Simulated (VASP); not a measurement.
Set up this calculation in VASP 6.6.1, as the native input.

```yaml
Task: single point
Functional: PBE
Potentials_or_basis: VASP PAW PBE potentials, release 64 (Rb_sv, Si)
Cutoff: 520 eV
k_mesh: 8 × 8 × 8
Occupations: gaussian, width 0.1 eV
Spin: no spin polarisation
Dipole_correction: no
Further_INCAR_settings: ALGO = Normal; EDIFF = 1e-06; NBANDS = 26
```

The structure of RbSi6 lies in POSCAR:

```
RbSi6
1.0
   -3.3324031443      3.3324031443      3.3324031443
    3.3324031443     -3.3324031443      3.3324031443
    3.3324031443      3.3324031443     -3.3324031443
Rb Si
1 6
Direct
    0.0000000000      0.0000000000      0.0000000000
    0.7500000000      0.2500000000      0.5000000000
    0.2500000000      0.7500000000      0.5000000000
    0.5000000000      0.2500000000      0.7500000000
    0.7500000000      0.5000000000      0.2500000000
    0.5000000000      0.7500000000      0.2500000000
    0.2500000000      0.5000000000      0.7500000000
```

This cell differs from its parent crystal: volume scaled by 0.94.

One way to write it, as run:

INCAR

```
PREC = Accurate ; ENCUT = 520
EDIFF = 1E-6 ; ISMEAR = 0
SIGMA = 0.1 ; LREAL = False
LASPH = True ; NELM = 80
ALGO = Normal ; ISIF = 2
LWAVE = False ; LCHARG = False
GGA = PE ; NBANDS = 26
```

KPOINTS

```
regular mesh
0
Gamma
  8 8 8
```

Potentials or basis: VASP PAW PBE potentials, release 64 (Rb_sv, Si).

Run with:

```console
$ cat potpaw_PBE.64/Rb_sv/POTCAR potpaw_PBE.64/Si/POTCAR > POTCAR
$ mpirun -np 1 vasp_std > vasp.out
```

Results of the run:

```yaml
Pressure: 4.6 GPa
```

Wall time 110 s on 1 thread of AMD EPYC 9R45 96-Core Processor (Zen 5), on a shared host, peak memory 0.33 GiB.
